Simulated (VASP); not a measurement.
PbS, a slab with vacuum:

```
Pb S
1.0
     2.94050   -2.90000    0.00000
     2.94050    2.90000    0.00000
    -1.08005    0.00000   11.70929
Pb S
2 2
Direct
  0.77560 0.77560 0.63638
  0.22440 0.22440 0.36362
  0.26840 0.26840 0.59860
  0.73160 0.73160 0.40140
```

Base run:

```yaml
Program: VASP 6.6.1
Functional: PBEsol
Potentials_or_basis: VASP PAW PBE potentials, release 64 (Pb_d, S)
Cutoff: 520 eV
k_mesh: 4 × 4 × 1
Occupations: gaussian, width 0.01 eV
Spin: no spin polarisation
```

Its results: band gap on the k mesh 1.38 eV, direct; largest force 0.674 eV/Å.

The run is repeated on the same cell with these changes: k mesh from 4 × 4 × 1 to 2 × 2 × 1. What comes out?

Band gap on the k mesh 1.30 eV, direct; largest force 1.186 eV/Å.

Caveats: some runs use coarse meshes; the PAW data sets were made with another functional, which shifts forces and pressure a little; spin-orbit coupling is left out, which moves the levels of the heavy elements.

A k mesh can miss the band edges.
